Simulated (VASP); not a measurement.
# Ge (Cmcm) in VASP: notebook

Ge is run at these levels: r2SCAN; tasks: single point.

Program: VASP 6.6.1. These are calculated values, not measurements. Logs are shortened: lines on timing, memory, paths and dates and some standing lists are left out, and cuts for length are marked.

### 1 The cell of the first run

The structure is orthorhombic, space group Cmcm (No. 63). Conventional cell: a = 2.915 Å, b = 5.083 Å, c = 4.631 Å, α = 90.00°, β = 90.00°, γ = 90.00°. Within 3.8 Å of Ge (site symmetry m2m) lie 12 Ge at 2.86 to 2.93 Å.

### 2 Single point, r2SCAN

POSCAR reads:

```
Ge
1.0
    1.4576759744     -2.5417218984      0.0000000000
    1.4576759744      2.5417218984      0.0000000000
    0.0000000000      0.0000000000      4.6310871635
Ge
2
Direct
    0.3334466300      0.6665533700      0.2500000000
    0.6665533700      0.3334466300      0.7500000000
```

INCAR.step1 reads:

```
SYSTEM = Ge
PREC = Accurate
ENCUT = 520
ISMEAR = -1
SIGMA = 0.05
LREAL = .FALSE.
LASPH = .TRUE.
NELM = 80
NBANDS = 21
GGA = PE
ALGO = Normal
EDIFF = 1E-4
LWAVE = .TRUE.
LCHARG = .FALSE.
```

INCAR.step2 reads:

```
SYSTEM = Ge
PREC = Accurate
ENCUT = 520
EDIFF = 1E-7
ISMEAR = -1
SIGMA = 0.05
LREAL = .FALSE.
LASPH = .TRUE.
NELM = 80
ALGO = Normal
ISIF = 2
LWAVE = .FALSE.
LCHARG = .TRUE.
METAGGA = R2SCAN
LMIXTAU = .TRUE.
LELF = .TRUE.
LVHAR = .TRUE.
NBANDS = 21
ISTART = 1
```

KPOINTS reads:

```
regular mesh
0
G
  10 10 6
  0 0 0
```

Potentials or basis: VASP PAW PBE potentials, release 64 (Ge_d).

On the command line:

```bash
$ cat potpaw_PBE.64/Ge_d/POTCAR > POTCAR
$ cp INCAR.step1 INCAR
$ mpirun -np 1 vasp_std > vasp.out
$ cp INCAR.step2 INCAR
$ mpirun -np 1 vasp_std > vasp.out
```

OUTCAR:

```text
SYSTEM = Ge
   PREC = Accurate
   ENCUT = 520
   EDIFF = 1E-7
   ISMEAR = -1
   LREAL = .FALSE.
   LASPH = .TRUE.
   NELM = 80
   ISIF = 2
   METAGGA = R2SCAN
   ISTART = 1

 ion  position               nearest neighbor table
   1  0.333  0.667  0.250-   2 2.86   2 2.86   2 2.86   2 2.86   2 2.87   2 2.87
   2  0.667  0.333  0.750-   1 2.86   1 2.86   1 2.86   1 2.86   1 2.87   1 2.87

  LATTYP: Found a base centered orthorhombic cell.
 ALAT       =     2.9153519488
 B/A-ratio  =     1.7436809984
 C/A-ratio  =     1.5885173539

  Lattice vectors:

 A1 = (   1.4576759744,  -2.5417218984,   0.0000000000)
 A2 = (   1.4576759744,   2.5417218984,   0.0000000000)
 A3 = (   0.0000000000,   0.0000000000,   4.6310871635)

Analysis of symmetry for initial positions (statically):
=====================================================================
 Subroutine PRICEL returns:
 Original cell was already a primitive cell.

 Routine SETGRP: Setting up the symmetry group for a
 base centered orthorhombic supercell.

 Subroutine GETGRP returns: Found  8 space group operations
 (whereof  4 operations were pure point group operations)
 out of a pool of  8 trial point group operations.

The static configuration has the point symmetry C_2h.
 The point group associated with its full space group is D_2h.

Analysis of symmetry for dynamics (positions and initial velocities):
=====================================================================
 Subroutine PRICEL returns:
 Original cell was already a primitive cell.

 Routine SETGRP: Setting up the symmetry group for a
 base centered orthorhombic supercell.

 Subroutine GETGRP returns: Found  8 space group operations
 (whereof  4 operations were pure point group operations)
 out of a pool of  8 trial point group operations.

The dynamic configuration has the point symmetry C_2h.
 The point group associated with its full space group is D_2h.

 Subroutine INISYM returns: Found  8 space group operations
 (whereof  4 operations are pure point group operations),
 and found     1 'primitive' translations

----------------------------------------------------------------------------------------

                                     Primitive cell

  volume of cell :      34.3164

  direct lattice vectors                    reciprocal lattice vectors
     1.457675974 -2.541721898  0.000000000     0.343011759 -0.196717037  0.000000000
[... 78 lines left out ...]
   ISTART =      1    job   : 0-new  1-cont  2-samecut
   ICHARG =      0    charge: 1-file 2-atom 10-const
   ISPIN  =      1    spin polarized calculation?
   LNONCOLLINEAR =      F non collinear calculations
   LSORBIT =      F    spin-orbit coupling
   LASPH  =      T    aspherical Exc in radial PAW
   ENCUT  =  520.0 eV  38.22 Ry    6.18 a.u.   5.45  5.45  8.61*2*pi/ulx,y,z
   NELM   =     80;   NELMIN=  2; NELMDL=  0     # of ELM steps
   EDIFF  = 0.1E-06   stopping-criterion for ELM
   LREAL  =      F    real-space projection
   EDIFFG = 0.1E-05   stopping-criterion for IOM
   NSW    =      0    number of steps for IOM
   IBRION =     -1    ionic relax: 0-MD 1-quasi-New 2-CG
   NFREE  =      0    steps in history (QN), initial steepest desc. (CG)
   ISIF   =      2    stress and relaxation
   ISYM   =      2    0-nonsym 1-usesym 2-fastsym
   POTIM  = 0.5000    time-step for ionic-motion
   TEBEG  =    0.0;   TEEND  =   0.0 temperature during run
   PSTRESS=    0.0 pullay stress
   NELECT =      28.0000    total number of electrons
   NUPDOWN=      -1.0000    fix difference up-down
   EMIN   =  10.00;   EMAX   =-10.00  energy-range for DOS
   EFERMI =   0.00;   METHOD = LEGACY
   ISMEAR =    -1;   SIGMA  =   0.05  broadening in eV -4-tet -1-fermi 0-gaus
   EFERMI_NEDOS =   21; number of points for ismear=-14 and -15
   IALGO  =     38    algorithm
   IMIX   =      4    mixing-type and parameters
     AMIX     =   0.40;   BMIX     =  1.00
     AMIX_MAG =   1.60;   BMIX_MAG =  1.00
  volume/ion in A,a.u.               =      17.16       115.79
  Fermi-wavevector in a.u.,A,eV,Ry     =   1.529772  2.890851 31.840407  2.340204
  Thomas-Fermi vector in A             =   2.637347
   LORBIT       =      0    0 simple, 1 ext, 2 COOP (PROOUT), +10 PAW based schemes
   METAGGA = R2SCAN    functional components
   LHFCALC =     F    Hartree Fock is set to
   AEXX    =    0.0000 exact exchange contribution
   IVDW    =     0    specifies the selected vdW correction
   LEPSILON=     F    determine dielectric tensor
   LRPA    =     F    only Hartree local field effects (RPA)
 non-spin polarized calculation
  energy-cutoff  :      520.00
  volume of cell :       34.32
 maximum number of plane-waves:       954
 NGX is ok and might be reduce to    24
   NGX = 11   NGY = 11   NGZ = 17

 number of electron      28.0000001 magnetization

 Free energy of the ion-electron system (eV)
  ---------------------------------------------------
  ext. energy  EPLUGINS =         0.00000000
  ---------------------------------------------------
  free energy    TOTEN  =       -26.54692401 eV

  energy without entropy =      -26.53645107  energy(sigma->0) =      -26.54168754

 E-fermi :   7.6119     XC(G=0): -13.0401

 val. band max:        7.6038597282   @ k =   0.3000   0.2000   0.1667
 cond. band min:       7.6172051968   @ k =   0.4000   0.3000   0.0000
 fundamental gap:      0.0133454686
 Fermi energy:         7.6118831627

 k-point     1 :       0.0000    0.0000    0.0000
  band No.  band energies     occupation
      1     -17.7943      2.00000
      2     -17.7752      2.00000
      3     -17.7720      2.00000
      4     -17.7704      2.00000
      5     -17.7627      2.00000
      6     -17.7585      2.00000
[... 565 lines left out ...]
     20      24.9168      0.00000
     21      25.4807      0.00000

 [... further k-points ...]
[... 5 lines left out ...]
  --------------------------------------------------------------------------------------
  -------------------------------------------------------------------------------------
  Total        1.2862833      1.4314153      2.0597691      0.0000000      0.0000000      0.0000000
  in kB       60.0544558     66.8304297     96.1672360      0.0000000      0.0000000      0.0000000
  external PRESSURE =      74.3507072 kB  Pullay stress =       0.0000000 kB

 VOLUME and BASIS-vectors are now :
 -----------------------------------------------------------------------------
  energy-cutoff  :      520.00
  volume of cell :       34.32
      direct lattice vectors                 reciprocal lattice vectors
     1.457675974 -2.541721898  0.000000000     0.343011759 -0.196717037  0.000000000
     1.457675974  2.541721898  0.000000000     0.343011759  0.196717037  0.000000000
     0.000000000  0.000000000  4.631087164     0.000000000  0.000000000  0.215932019

 POSITION                                       TOTAL-FORCE (eV/Angst)
 -----------------------------------------------------------------------------------
      1.45768      0.84666      1.15777         0.000000     -0.000631     -0.000000
      1.45768     -0.84666      3.47332         0.000000      0.000631      0.000000
 -----------------------------------------------------------------------------------
    total drift:                                0.000000     -0.000000      0.000000

  FREE ENERGIE OF THE ION-ELECTRON SYSTEM (eV)
  ---------------------------------------------------
  free  energy   TOTEN  =       -26.5469240064 eV

  energy  without entropy=      -26.5364510651  energy(sigma->0) =      -26.54168754
```

OUTCAR.step1:

```text
SYSTEM = Ge
   PREC = Accurate
   ENCUT = 520
   ISMEAR = -1
   LREAL = .FALSE.
   LASPH = .TRUE.
[... 801 lines left out ...]
      1.45768      0.84666      1.15777         0.000000     -0.002904      0.000000
      1.45768     -0.84666      3.47332         0.000000      0.002904     -0.000000
 -----------------------------------------------------------------------------------
    total drift:                                0.000000     -0.000000      0.000000

  FREE ENERGIE OF THE ION-ELECTRON SYSTEM (eV)
  ---------------------------------------------------
  free  energy   TOTEN  =        -8.2666273487 eV

  energy  without entropy=       -8.2572677236  energy(sigma->0) =       -8.26194754
```

Run time: 95 s. Hardware: 1 thread of Intel Xeon 6975P-C (Granite Rapids), shared host; peak memory 0.2 GiB.

What came out:

- Free energy: -26.5469 eV
- Pressure: 7.4 GPa
- Band gap on the k mesh: zero (band 14 reaches 15.23 eV, above the bottom of band 15 at 5.16 eV)

Levels at points of the mesh, in eV from the Fermi level:
| k point | band 11 | band 12 | band 13 | band 14 | band 15 | band 16 | band 17 | band 18 |
| --- | --- | --- | --- | --- | --- | --- | --- | --- |
| (0.00, 0.00, 0.00) | -14.61 | -7.86 | -6.22 | 7.45 | 7.58 | 9.78 | 9.92 | 11.52 |
| (0.50, 0.00, 0.00) | -9.02 | -7.69 | -2.07 | -1.36 | -1.08 | 1.55 | 2.69 | 7.01 |
| (0.50, 0.50, 0.00) | -9.11 | -7.73 | -2.12 | -1.39 | -1.15 | 1.52 | 2.87 | 7.16 |
| (0.00, 0.00, 0.50) | -12.75 | -12.75 | 2.21 | 2.21 | 8.77 | 8.77 | 8.90 | 8.90 |
| (0.50, 0.00, 0.50) | -7.32 | -7.32 | -5.54 | -5.54 | 4.57 | 4.57 | 5.79 | 5.79 |
| (0.50, 0.50, 0.50) | -7.40 | -7.40 | -5.56 | -5.56 | 4.74 | 4.74 | 5.81 | 5.81 |

Caveat: the PAW data sets were made with another functional, which shifts forces and pressure a little.

### 3 Single point, r2SCAN

This run uses another cell than the first one, of 18.25 Å³/atom, 1.064 times its volume.

POSCAR reads:

```
Ge
1.0
    1.4880529250     -2.5946896100      0.0000000000
    1.4880529250      2.5946896100      0.0000000000
    0.0000000000      0.0000000000      4.7275957900
Ge
2
Direct
    0.3334466300      0.6665533700      0.2500000000
    0.6665533700      0.3334466300      0.7500000000
```

INCAR.step1 reads:

```
PREC = Accurate
ENCUT = 520
ISMEAR = -1
SIGMA = 0.05
LREAL = False
LASPH = True
NELM = 60
NBANDS = 21
GGA = PE
ALGO = Normal
EDIFF = 1E-4
LWAVE = True
LCHARG = False
```

INCAR.step2 reads:

```
PREC = Accurate
ENCUT = 520
EDIFF = 1E-7
ISMEAR = -1
SIGMA = 0.05
LREAL = False
LASPH = True
NELM = 60
ALGO = Normal
ISIF = 2
LWAVE = False
LCHARG = False
METAGGA = R2SCAN
LMIXTAU = True
NBANDS = 21
ISTART = 1
```

KPOINTS reads:

```
Automatic mesh
0
Gamma
  10 10 6
```

Potentials or basis: VASP PAW PBE potentials, release 64 (Ge_d).

On the command line:

```bash
$ cat potpaw_PBE.64/Ge_d/POTCAR > POTCAR
$ cp INCAR.step1 INCAR
$ mpirun -np 1 vasp_std > vasp.out
$ cp INCAR.step2 INCAR
$ mpirun -np 1 vasp_std > vasp.out
```

Wall time 93 s (1 thread of Intel Xeon 6975P-C (Granite Rapids), shared host); peak memory 0.21 GiB.

Results (log left out):

```
Free energy            : -26.6098 eV
Pressure               : 1.9 GPa
Band gap on the k mesh : zero (band 14 reaches 14.07 eV, above the bottom of band 15 at 4.59 eV)
```

Stress tensor (GPa, compression positive):
```
0.78 0.00 0.00
0.00 1.15 0.00
0.00 0.00 3.82
```

Levels at points of the mesh, in eV from the Fermi level:
```
           k point  band 10  band 11  band 12  band 13  band 14  band 15  band 16  band 17  band 18  band 19
(0.00, 0.00, 0.00)   -25.27   -14.05    -7.77    -5.83     6.99     7.11     9.21     9.33    10.73    12.15
(0.50, 0.00, 0.00)   -25.26    -8.82    -7.41    -2.25    -1.33    -0.97     1.60     2.57     6.88     7.64
(0.50, 0.50, 0.00)   -25.26    -8.89    -7.45    -2.29    -1.36    -1.04     1.56     2.73     7.03     7.80
(0.00, 0.00, 0.50)   -25.30   -12.28   -12.28     2.04     2.04     8.21     8.21     8.33     8.33    13.51
(0.50, 0.00, 0.50)   -25.27    -7.25    -7.25    -5.20    -5.20     4.33     4.33     5.39     5.39     9.27
(0.50, 0.50, 0.50)   -25.27    -7.33    -7.33    -5.23    -5.23     4.49     4.49     5.41     5.41     9.35
```

Caveat: the PAW data sets were made with another functional, which shifts forces and pressure a little.

### 4 Single point, r2SCAN

This run uses another cell than the first one, of 18.62 Å³/atom, 1.085 times its volume.

POSCAR reads:

```
Ge
1.0
    1.4979078673     -2.6118734857      0.0000000000
    1.4979078673      2.6118734857      0.0000000000
    0.0000000000      0.0000000000      4.7589052838
Ge
2
Direct
    0.3334466300      0.6665533700      0.2500000000
    0.6665533700      0.3334466300      0.7500000000
```

INCAR.step1 reads:

```
SYSTEM = Ge
ALGO = Normal
EDIFF = 1E-4
ENCUT = 520
GGA = PE
ISMEAR = -1
LASPH = .TRUE.
LCHARG = .FALSE.
LREAL = .FALSE.
LWAVE = .TRUE.
NBANDS = 21
NELM = 80
PREC = Accurate
SIGMA = 0.05
```

INCAR.step2 reads:

```
SYSTEM = Ge
ALGO = Normal
EDIFF = 1E-6
ENCUT = 520
ISIF = 2
ISMEAR = -1
ISTART = 1
LASPH = .TRUE.
LCHARG = .FALSE.
LMIXTAU = .TRUE.
LREAL = .FALSE.
LWAVE = .FALSE.
METAGGA = R2SCAN
NBANDS = 21
NELM = 80
PREC = Accurate
SIGMA = 0.05
```

KPOINTS reads:

```
k-points
0
G
  10 10 6
  0 0 0
```

On the command line:

```bash
$ cat potpaw_PBE.64/Ge_d/POTCAR > POTCAR
$ cp INCAR.step1 INCAR
$ mpirun -np 1 vasp_std > vasp.out
$ cp INCAR.step2 INCAR
$ mpirun -np 1 vasp_std > vasp.out
```

It took 86 s on 1 thread of Intel Xeon 6975P-C (Granite Rapids), shared host; peak memory 0.21 GiB.

Results (log left out):

* Free energy: -26.6154 eV
* Pressure: 0.5 GPa
* Band gap on the k mesh: zero (band 14 reaches 13.71 eV, above the bottom of band 15 at 4.41 eV)

Forces on the atoms (eV/Å):
```
Ge   0.000  0.002  0.000
Ge   0.000 -0.002  0.000
```

Stress tensor (GPa, compression positive):
```
-0.56  0.00  0.00
 0.00 -0.30  0.00
 0.00  0.00  2.22
```

Levels at points of the mesh, in eV from the Fermi level:
| k point | band 10 | band 11 | band 12 | band 13 | band 14 | band 15 | band 16 | band 17 | band 18 | band 19 |
| --- | --- | --- | --- | --- | --- | --- | --- | --- | --- | --- |
| (0.00, 0.00, 0.00) | -25.28 | -13.88 | -7.75 | -5.72 | 6.84 | 6.96 | 9.02 | 9.15 | 10.49 | 11.98 |
| (0.50, 0.00, 0.00) | -25.27 | -8.76 | -7.33 | -2.30 | -1.33 | -0.95 | 1.61 | 2.52 | 6.84 | 7.47 |
| (0.50, 0.50, 0.00) | -25.27 | -8.83 | -7.38 | -2.34 | -1.35 | -1.01 | 1.57 | 2.68 | 6.99 | 7.63 |
| (0.00, 0.00, 0.50) | -25.30 | -12.14 | -12.14 | 1.99 | 1.99 | 8.03 | 8.03 | 8.15 | 8.15 | 13.33 |
| (0.50, 0.00, 0.50) | -25.27 | -7.23 | -7.23 | -5.10 | -5.10 | 4.25 | 4.25 | 5.27 | 5.27 | 9.21 |
| (0.50, 0.50, 0.50) | -25.27 | -7.31 | -7.31 | -5.13 | -5.13 | 4.41 | 4.41 | 5.29 | 5.29 | 9.29 |

Caveat: the PAW data sets were made with another functional, which shifts forces and pressure a little.

### 5 The runs side by side

| cell | gap on the mesh (eV) | pressure (GPa) |
| --- | --- | --- |
| a = 2.930, b = 2.930, c = 4.631 Å, angles 90.0, 90.0, 120.3°, 2 atoms | none | 7.4 |
| a = 2.991, b = 2.991, c = 4.728 Å, angles 90.0, 90.0, 120.3°, 2 atoms | none | 1.9 |
| a = 3.011, b = 3.011, c = 4.759 Å, angles 90.0, 90.0, 120.3°, 2 atoms | none | 0.5 |

Alike in all rows: task single point; level r2SCAN; potentials or basis VASP PAW PBE potentials, release 64 (Ge_d); no spin polarisation; k mesh 10 × 10 × 6; cutoff (eV) 520; smearing fermi-dirac 0.05 eV.

Caveats: the PAW data sets were made with another functional, which shifts forces and pressure a little.

Absolute energies hang on the potentials; compare differences alone.
